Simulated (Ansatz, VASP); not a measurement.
## One calculation of KF, two programs

POSCAR

```
KF
1.0
    3.3418628152      0.0000000000      0.0000000000
    0.0000000000      3.3418628152      0.0000000000
    0.0000000000      0.0000000000      3.3418628152
K F
1 1
Direct
    0.0000000000      0.0000000000      0.0000000000
    0.5000000000      0.5000000000      0.5000000000
```

Contents of INCAR.step1:

```
SYSTEM = KF
PREC = Accurate
ENCUT = 660
ISMEAR = 0
SIGMA = 0.02
LREAL = .FALSE.
LASPH = .TRUE.
NELM = 120
NBANDS = 15
GGA = PE
ALGO = Normal
EDIFF = 1E-5
LWAVE = .TRUE.
LCHARG = .FALSE.
GGA_COMPAT = .FALSE.
```

File INCAR.step2:

```
SYSTEM = KF
PREC = Accurate
ENCUT = 660
EDIFF = 1E-6
ISMEAR = 0
SIGMA = 0.02
LREAL = .FALSE.
LASPH = .TRUE.
NELM = 120
ALGO = Normal
ISIF = 2
LWAVE = .FALSE.
LCHARG = .FALSE.
METAGGA = R2SCAN
LMIXTAU = .TRUE.
NBANDS = 15
ISTART = 1
GGA_COMPAT = .FALSE.
```

KPOINTS

```
Automatic mesh
0
G
  8 8 8
  0 0 0
```

Input for Ansatz:

```yaml
crystal:
  lattice:
    - [3.3418628152, 0.0, 0.0]
    - [0.0, 3.3418628152, 0.0]
    - [0.0, 0.0, 3.3418628152]
  atoms:
    - { symbol: K, position: [0.0, 0.0, 0.0] }
    - { symbol: F, position: [0.5, 0.5, 0.5] }
basis:
  ecutwfc: 500
kpoints:
  mp_grid: { grid: [8, 8, 8] }
hamiltonian:
  xc: r2scan
scf:
  occupations: { method: gaussian, width: 0.02 }
output:
  forces: true
  stress: true
  eigenvalues: true
```

Alike in both runs: task single point; functional r2SCAN; k mesh 8 × 8 × 8; occupations gaussian, width 0.02 eV; no spin polarisation.

|  | VASP | Ansatz |
| --- | --- | --- |
| version | VASP 6.6.1 | Ansatz 0.2.0 |
| potentials or method | VASP PAW PBE potentials, release 64 (K_sv, F), cutoff 660 eV | scalar-relativistic, plane waves, PAW |
| valence electrons in the cell | 16 | 16 |

|  | VASP | Ansatz | Ansatz less VASP |
| --- | --- | --- | --- |
| gap on the k mesh at the Fermi level (eV) | 6.64 | 6.63 | -0.005 |
| least direct gap on the mesh (eV) | 6.70 | 6.69 | -0.007 |
| pressure (GPa) | -4.5 | -4.4 | +0.15 |

VASP's potentials were made for PBE, not for r2SCAN.
